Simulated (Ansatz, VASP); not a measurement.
**MgSi3 in VASP and in Ansatz**

```xyz
4
Lattice="-1.9533 1.9533 4.0631 1.9533 -1.9533 4.0631 1.9533 1.9533 -4.0631" Properties=species:S:1:pos:R:3 pbc="T T T"
Mg    0.0000    0.0000    0.0000
Si    0.0000    0.0000    4.0631
Si    1.9533    0.0000    2.0315
Si    0.0000    1.9533    2.0315
```

Alike in both runs: task relaxation of cell and atoms; functional PBEsol; k mesh 16 × 16 × 16; occupations fermi-dirac, width 0.15 eV; no spin polarisation.

|  | VASP | Ansatz |
| --- | --- | --- |
| version | VASP 6.6.1 | Ansatz 0.2.0 |
| potentials or method | VASP PAW PBE potentials, release 64 (Mg, Si), cutoff 600 eV | scalar-relativistic, plane waves, PAW |
| valence electrons in the cell | 14 | 22 |

|  | VASP | Ansatz | Ansatz less VASP |
| --- | --- | --- | --- |
| gap on the k mesh at the Fermi level, each at its own relaxed structure (eV) | none | none | - |
| relaxed volume (Å³/atom) | 15.52 | 15.51 | -0.008 |
| relaxed cell length with the largest relative difference (Å) | 4.923 | 4.922 | -0.0009 |

VASP's potentials were made for PBE, not for PBEsol. A gap of «none» marks a metal or a gap that the smearing closes. VASP's potentials hold 14 valence electrons a cell and Ansatz's 22, so a difference there can come from the potentials and not from the codes.
